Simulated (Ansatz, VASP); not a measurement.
This is a calculation of MgO for Ansatz 0.2.0.

Contents of input.yaml:

```yaml
crystal:
  lattice:
    - [0.0, 2.0970013927, 2.0970013927]
    - [2.0970013927, 0.0, 2.0970013927]
    - [2.0970013927, 2.0970013927, 0.0]
  atoms:
    - { symbol: Mg, position: [0.0, 0.0, 0.0] }
    - { symbol: O, position: [0.5, 0.5, 0.5] }
hamiltonian:
  xc: lda
  pseudopotentials: { kind: paw }
kpoints:
  mp_grid: { grid: [11, 11, 11] }
scf:
  occupations: { method: fermi_dirac, width: 0.05 }
output:
  forces: true
  stress: true
relax:
  f_tol: 0.01
  max_steps: 40
  cell: { stress_tol: 0.05 }
```

Potentials or basis: Ansatz PAW.

The run is started by

```sh
$ ansatz run input.yaml --threads 2 --pin off --max-ram 5632MiB --backend cpu --events-out ev --progress --plain --runs-dir out
```

**Question.** Set up the same calculation for VASP 6.6.1. Potentials there: VASP PAW LDA potentials, release 64 (Mg_sv, O).

**Answer.** As run (the cutoff follows the program's own potentials):

The input INCAR:

```
SYSTEM = MgO
  PREC = Accurate
  ENCUT = 750
  EDIFF = 1E-7
  ISMEAR = -1
  SIGMA = 0.05
  LREAL = .FALSE.
  LASPH = .TRUE.
  NELM = 120
  ALGO = Normal
  ISIF = 3
  LWAVE = .FALSE.
  LCHARG = .FALSE.
  GGA = CA
  IBRION = 2
  NSW = 60
  EDIFFG = -0.01
  GGA_COMPAT = .FALSE.
  NELMIN = 4
```

The input KPOINTS:

```
Automatic mesh
0
G
  11 11 11
  0 0 0
```

Contents of POSCAR:

```
MgO
1.0
    0.0000000000      2.0970013927      2.0970013927
    2.0970013927      0.0000000000      2.0970013927
    2.0970013927      2.0970013927      0.0000000000
Mg O
1 1
Direct
    0.0000000000      0.0000000000      0.0000000000
    0.5000000000      0.5000000000      0.5000000000
```

Potentials or basis: VASP PAW LDA potentials, release 64 (Mg_sv, O).

The run is started by

```bash
$ cat potpaw_LDA.64/Mg_sv/POTCAR potpaw_LDA.64/O/POTCAR > POTCAR
$ mpirun -np 1 vasp_std > vasp.out
```

Both were run:

|  | VASP | Ansatz | Ansatz less VASP |
| --- | --- | --- | --- |
| relaxed volume (Å³/atom) | 9.00 | 8.99 | -0.011 |
| relaxed length of the cell vector where the two differ most in proportion (Å) | 2.942 | 2.941 | -0.0012 |

LDA's correlation is that of Perdew and Zunger in VASP and of Perdew and Wang (1992) in Ansatz.

Noted on Ansatz's run: odd divisions of the mesh miss points on the zone boundary, where band edges often lie, so the gap on the mesh can be too wide; the plane-wave basis is chosen anew once the cell has moved, so the energies of steps on either side of that aren't comparable.
